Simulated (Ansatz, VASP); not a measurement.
**Si2Sn: VASP beside Ansatz**

```
Si Sn
1.0
     0.00000    3.26201    3.26201
     3.26201    0.00000    3.26201
     3.26201    3.26201    0.00000
Si Sn
2 1
Cartesian
  1.6310 1.6310 1.6310
  4.8930 4.8930 4.8930
  0.0000 0.0000 0.0000
```

Alike in both runs: functional r2SCAN; k mesh 6 × 6 × 6; occupations gaussian, width 0.1 eV; no spin polarisation.

Ansatz relaxed the structure, and its values are those at the end. VASP's run is a single point on that final structure, the one shown.

```csv
,VASP,Ansatz
version,VASP 6.6.1,Ansatz 0.2.0
potentials or method,"VASP PAW PBE potentials, release 64 (Si, Sn_d), cutoff 520 eV","scalar-relativistic, plane waves, PAW"
valence electrons in the cell,22,22
```

```tsv
	VASP	Ansatz	Ansatz less VASP
gap on the k mesh at the Fermi level (eV)	none	none	-
pressure (GPa)	0.3	0.3	+0.02
```

VASP's potentials were made for PBE, not for r2SCAN. A gap of «none» marks a metal or a gap that the smearing closes. The functional is the same, so the differences come from potentials, cutoffs and numerics.
